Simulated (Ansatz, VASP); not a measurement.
**Two plane-wave programs on Sr**

File INCAR:

```
SYSTEM = Sr
  PREC = Accurate
  ENCUT = 520
  EDIFF = 1E-6
  ISMEAR = -1
  SIGMA = 0.1
  LREAL = .FALSE.
  LASPH = .TRUE.
  NELM = 100
  ALGO = Normal
  ISIF = 2
  LWAVE = .FALSE.
  LCHARG = .FALSE.
  GGA = PE
  NBANDS = 22
```

The input KPOINTS:

```
regular mesh
0
G
  7 7 10
  0 0 0
```

File POSCAR:

```
Sr
1.0
    6.9421842056      0.0000000000      0.0000000000
   -3.4710921028      6.0121078798      0.0000000000
    0.0000000000      0.0000000000      4.1457527229
Sr
3
Direct
    0.0000000000      1.0000000000      0.0000000000
    0.3333333333      0.6666666667      0.5000000000
    0.6666666667      0.3333333333      0.5000000000
```

Input for Ansatz:

```yaml
crystal:
  lattice:
    - [6.9421842056, 0.0, 0.0]
    - [-3.4710921028, 6.0121078798, 0.0]
    - [0.0, 0.0, 4.1457527229]
  atoms:
    - { symbol: Sr, position: [0.0, 1.0, 0.0] }
    - { symbol: Sr, position: [0.3333333333, 0.6666666667, 0.5] }
    - { symbol: Sr, position: [0.6666666667, 0.3333333333, 0.5] }
hamiltonian:
  xc: pbe
  pseudopotentials:
    kind: paw
    azcp:
      Sr: "pseudopotentials/Sr.paw.azcp"
basis:
  ecutwfc: 420
  fft_grid_basis: typed
kpoints:
  mp_grid: { grid: [7, 7, 10], shift: [0, 0, 0] }
magnetization:
  spin_polarized: false
scf:
  occupations: { method: fermi_dirac, width: 0.1 }
output:
  stress: true
```

Alike in both runs: task single point; functional PBE; k mesh 7 × 7 × 10; occupations fermi-dirac, width 0.1 eV; no spin polarisation.

|  | VASP | Ansatz |
| --- | --- | --- |
| version | VASP 6.6.1 | Ansatz 0.2.0 |
| potentials or method | VASP PAW PBE potentials, release 64 (Sr_sv), cutoff 520 eV | plane waves (420 eV) with PAW, scalar-relativistic |
| valence electrons in the cell | 30 | 30 |

```csv
,VASP,Ansatz,Ansatz less VASP
pressure (GPa),-0.4,-0.4,0.00
```
